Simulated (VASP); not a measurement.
# FeSi16 (a cell with a defect) in VASP: single point with LDA

Aim: the single point of FeSi16 (a cell with a defect) with LDA.

All numbers are computed with VASP 6.6.1; they aren't measurements. Logs are shortened: lines on timing, memory, paths and dates and some standing lists are left out, and cuts for length are marked.

## (1) The cell of the first run

The cell holds a defect, 17 atoms: a = 7.640 Å, b = 7.640 Å, c = 7.640 Å, α = 60.00°, β = 60.00°, γ = 60.00°.

## (2) Single point, LDA, collinear spin, ferromagnetic start

INCAR reads:

```
SYSTEM = FeSi16
PREC = Accurate
ENCUT = 520
EDIFF = 1E-6
ISMEAR = 0
SIGMA = 0.02
LREAL = Auto
LASPH = .TRUE.
NELM = 150
ALGO = Normal
ISIF = 2
LWAVE = .FALSE.
LCHARG = .FALSE.
ISPIN = 2
MAGMOM = 0 0 0 0 0 0 0 0 0 0 0 0 0 0 0 0 2.17
LORBIT = 11
LMAXMIX = 4
GGA = CA
NBANDS = 54
NELECT = 71.0
```

KPOINTS reads:

```
regular mesh
0
G
  3 3 3
  0 0 0
```

POSCAR reads:

```
FeSi16
1.0
    0.0000000000      5.4019422852     -5.4019422852
    5.4019422852      5.4019422852      0.0000000000
    5.4019422852      0.0000000000     -5.4019422852
Si Fe
16 1
Direct
    0.1271863829      0.1276950888      0.1239310723
    0.1271908258      0.6211187241      0.1239294062
    0.6206202923      0.1276907385      0.1239341268
    0.6329238299      0.6334267971      0.1001593448
    0.1199264016      0.1204402909      0.6391248402
    0.1309605810      0.6228425485      0.6232851671
    0.6223258825      0.1314744702      0.6232920165
    0.6223272709      0.6228380131      0.6232904430
    0.2617051285      0.7438113530      0.2505952357
    0.2438822798      0.2443795084      0.2672886758
    0.7433215292      0.7438048739      0.2506020851
    0.7433140319      0.2622074478      0.2506021776
    0.2490953122      0.7485632549      0.7526623361
    0.2490931833      0.2496094791      0.7526652055
    0.7580725198      0.7585847430      0.7246886015
    0.7480505690      0.2496054065      0.7526690930
   -0.0930935529     -0.0925878089      0.2782075262
```

Potentials or basis: VASP PAW LDA potentials, release 64 (Si, Fe).

The run is started by

```bash
> cat potpaw_LDA.64/Si/POTCAR potpaw_LDA.64/Fe/POTCAR > POTCAR
> mpirun -np 1 vasp_std > vasp.out
```

OUTCAR:

```text
SYSTEM = FeSi16
   PREC = Accurate
   ENCUT = 520
   EDIFF = 1E-6
   ISMEAR = 0
   LREAL = Auto
   LASPH = .TRUE.
   NELM = 150
   ISIF = 2
   ISPIN = 2
   LORBIT = 11
   GGA = CA
   NELECT = 71.0

 ion  position               nearest neighbor table
   1  0.127  0.128  0.124-  14 2.32  10 2.35  12 2.39   9 2.39  17 2.43
   2  0.127  0.621  0.124-  13 2.32  10 2.35  11 2.39   9 2.39  17 2.43
   3  0.621  0.128  0.124-  16 2.32  10 2.35  12 2.39  11 2.39  17 2.43
   4  0.633  0.633  0.100-   9 2.32  11 2.32  12 2.32  15 2.34
   5  0.120  0.120  0.639-  10 2.32  16 2.32  14 2.32  13 2.32
   6  0.131  0.623  0.623-   9 2.33  13 2.33  14 2.33  15 2.33  17 3.11
   7  0.622  0.131  0.623-  12 2.33  14 2.33  16 2.33  15 2.33  17 3.11
   8  0.622  0.623  0.623-  11 2.33  13 2.33  16 2.33  15 2.33  17 3.11
   9  0.262  0.744  0.251-  17 2.29   4 2.32   6 2.33   2 2.39   1 2.39
  10  0.244  0.244  0.267-   5 2.32   3 2.35   1 2.35   2 2.35
  11  0.743  0.744  0.251-  17 2.29   4 2.32   8 2.33   2 2.39   3 2.39
  12  0.743  0.262  0.251-  17 2.29   4 2.32   7 2.33   1 2.39   3 2.39
  13  0.249  0.749  0.753-   2 2.32   5 2.32   8 2.33   6 2.33
  14  0.249  0.250  0.753-   1 2.32   5 2.32   7 2.33   6 2.33
  15  0.758  0.759  0.725-   6 2.33   7 2.33   8 2.33   4 2.34  17 2.78
  16  0.748  0.250  0.753-   3 2.32   5 2.32   8 2.33   7 2.33
  17  0.907  0.907  0.278-  12 2.29   9 2.29  11 2.29   3 2.43   1 2.43   2 2.43  15 2.78   6 3.11
                             7 3.11   8 3.11

  LATTYP: Found a face centered cubic cell.
 ALAT       =    10.8038845704

  Lattice vectors:

 A1 = (   0.0000000000,   5.4019422852,  -5.4019422852)
 A2 = (   5.4019422852,   5.4019422852,   0.0000000000)
 A3 = (   5.4019422852,   0.0000000000,  -5.4019422852)

Analysis of symmetry for initial positions (statically):
=====================================================================
 Subroutine PRICEL returns:
 Original cell was already a primitive cell.

 Routine SETGRP: Setting up the symmetry group for a
 face centered cubic supercell.

 Subroutine GETGRP returns: Found  1 space group operations
 (whereof  1 operations were pure point group operations)
 out of a pool of 48 trial point group operations.

The static configuration has the point symmetry C_1 .

Analysis of symmetry for dynamics (positions and initial velocities):
=====================================================================
 Subroutine PRICEL returns:
 Original cell was already a primitive cell.

 Routine SETGRP: Setting up the symmetry group for a
 face centered cubic supercell.

 Subroutine GETGRP returns: Found  1 space group operations
 (whereof  1 operations were pure point group operations)
 out of a pool of 48 trial point group operations.

The dynamic configuration has the point symmetry C_1 .

[... 178 lines left out ...]
  energy without entropy =     -109.19054806  energy(sigma->0) =     -109.19176159

 E-fermi :   6.2533     XC(G=0):  -9.8938

 val. band max:        6.2480520520   @ k =   0.0000   0.0000   0.0000
 cond. band min:       6.2615483531   @ k =   0.0000   0.0000   0.3333
 fundamental gap:      0.0134963012
 Fermi energy:         6.2533285856

 spin component 1

 k-point     1 :       0.0000    0.0000    0.0000
  band No.  band energies     occupation
      1      -6.0085      1.00000
      2      -3.6310      1.00000
      3      -3.6106      1.00000
      4      -3.6106      1.00000
      5      -3.5393      1.00000
      6      -1.9655      1.00000
[... 689 lines left out ...]
     46       9.5993      0.00000
     47       9.7452      0.00000
 Fermi energy:         6.2533285856

 spin component 2

 k-point     1 :       0.0000    0.0000    0.0000
  band No.  band energies     occupation
      1      -5.9639      1.00000
      2      -3.5923      1.00000
      3      -3.5613      1.00000
      4      -3.5612      1.00000
      5      -3.5094      1.00000
      6      -1.9139      1.00000
[... 689 lines left out ...]
     46       9.6610      0.00000
     47       9.7935      0.00000
 [bands above 47 left out]

------------------------ aborting loop because EDIFF is reached ----------------------------------------

  FORCE on cell =-STRESS in cart. coord.  units (eV):
  Direction    XX          YY          ZZ          XY          YZ          ZX
  --------------------------------------------------------------------------------------
  -------------------------------------------------------------------------------------
  Total       -8.9677217     -8.9684823     -8.9693096     -1.0680546      1.0665739     -1.0660639
  in kB      -45.5735532    -45.5774184    -45.5816228     -5.4278047      5.4202801     -5.4176882
  external PRESSURE =     -45.5775315 kB  Pullay stress =       0.0000000 kB

 VOLUME and BASIS-vectors are now :
 -----------------------------------------------------------------------------
  energy-cutoff  :      520.00
  volume of cell :      315.27
      direct lattice vectors                 reciprocal lattice vectors
     0.000000000  5.401942285 -5.401942285    -0.092559301  0.092559301 -0.092559301
     5.401942285  5.401942285  0.000000000     0.092559301  0.092559301  0.092559301
     5.401942285  0.000000000 -5.401942285     0.092559301 -0.092559301 -0.092559301

 POSITION                                       TOTAL-FORCE (eV/Angst)
 -----------------------------------------------------------------------------------
      1.35927      1.37685     -1.35652        -0.048168     -0.046470      0.048215
      4.02471      4.04233     -1.35654         0.045847      0.048113      0.048191
      1.35926      4.04233     -4.02204        -0.047582      0.047424     -0.045854
      3.96279      6.84075     -3.96007        -0.053876      0.054105      0.051644
      4.10313      1.29845     -4.10035        -0.038752      0.038948      0.038457
      6.73151      4.07200     -4.07439        -0.067065      0.067089      0.033942
[... 9 lines left out ...]
      5.41423      5.38928     -8.10680        -0.025672      0.025743     -0.003297
      6.40465      9.80084     -6.40192         0.632711     -0.632978     -0.632625
 -----------------------------------------------------------------------------------
    total drift:                               -0.006737      0.007751      0.003616

  FREE ENERGIE OF THE ION-ELECTRON SYSTEM (eV)
  ---------------------------------------------------
  free  energy   TOTEN  =      -109.1929751210 eV

  energy  without entropy=     -109.1905480593  energy(sigma->0) =     -109.19176159

 total charge

# of ion       s       p       d       tot
------------------------------------------
    1        0.752   0.930   0.000   1.682
    2        0.752   0.930   0.000   1.682
    3        0.752   0.930   0.000   1.682
    4        0.772   0.911   0.000   1.684
    5        0.755   0.958   0.000   1.713
    6        0.760   0.939   0.000   1.699
[... 9 lines left out ...]
   16        0.759   0.949   0.000   1.708
   17        0.409   0.472   6.563   7.443
--------------------------------------------------
tot         12.528  15.500   6.563  34.591

 magnetization (x)

# of ion       s       p       d       tot
------------------------------------------
    1        0.001   0.016   0.000   0.017
    2        0.001   0.016   0.000   0.017
    3        0.001   0.016   0.000   0.017
    4       -0.000   0.011   0.000   0.011
    5       -0.001  -0.000   0.000  -0.001
    6        0.002   0.014   0.000   0.016
[... 9 lines left out ...]
   16        0.001   0.009   0.000   0.010
   17        0.010   0.018   1.575   1.603
--------------------------------------------------
tot          0.018   0.233   1.575   1.826
```

stdout:

```text
POSCAR found type information on POSCAR SiFe
 POSCAR found :  2 types and      17 ions
 scaLAPACK will be used
 LDA part: xc-table for (Slater(with rela. corr.)+CA(PZ))
 , standard interpolation
 POSCAR, INCAR and KPOINTS ok, starting setup
 FFT: planning ... GRIDC
 FFT: planning ... GRID_SOFT
 FFT: planning ... GRID
 WAVECAR not read
 entering main loop
 the old and the new charge density differ
 old charge density:    72.00000 new   71.00000
    0.221E+01
```

Wall time 19 min (1 thread of Intel Xeon Platinum 8488C (Sapphire Rapids), shared host); peak memory 0.57 GiB.

Results:

* Free energy: -109.1930 eV
* Largest force: 1.096 eV/Å
* Net moment: 2.15 μB per cell
* Site moments: Si +0.02, +0.01, -0.00 (each value once); Fe +1.60 μB
* Valence electrons inside the program's atomic spheres: Si 1.68, 1.71, 1.70 (each value once); Fe 7.44

Forces in eV/Å, atoms in the order of the input:
```
Si  -0.048 -0.046  0.048
Si   0.046  0.048  0.048
Si  -0.048  0.047 -0.046
Si  -0.054  0.054  0.052
Si  -0.039  0.039  0.038
Si  -0.067  0.067  0.034
Si  -0.035  0.068  0.067
Si  -0.068  0.035  0.067
Si  -0.068  0.068  0.031
Si  -0.035  0.034  0.035
Si  -0.068  0.031  0.069
Si  -0.031  0.068  0.069
Si   0.004  0.026  0.026
Si  -0.026 -0.004  0.026
Si  -0.071  0.071  0.071
Si  -0.026  0.026 -0.003
Fe   0.633 -0.633 -0.633
```

Levels at points of the mesh, in eV from the Fermi level:
Spin up:
| k point | band 33 | band 34 | band 35 | band 36 | band 37 | band 38 | band 39 | band 40 | band 41 | band 42 |
| --- | --- | --- | --- | --- | --- | --- | --- | --- | --- | --- |
| (0.00, 0.00, 0.00) | -0.54 | -0.54 | -0.21 | -0.01 | 0.21 | 0.21 | 0.59 | 0.60 | 0.60 | 1.07 |
Spin down:
```tsv
k point	band 31	band 32	band 33	band 34	band 35	band 36	band 37	band 38
(0.00, 0.00, 0.00)	-0.78	-0.53	-0.14	0.07	0.07	0.12	0.30	0.30
```

Caveat: the cell carries a net charge on a neutralising background, which shifts energy and pressure; the cell is charged against a uniform background, so pressure and absolute levels hang on convention.
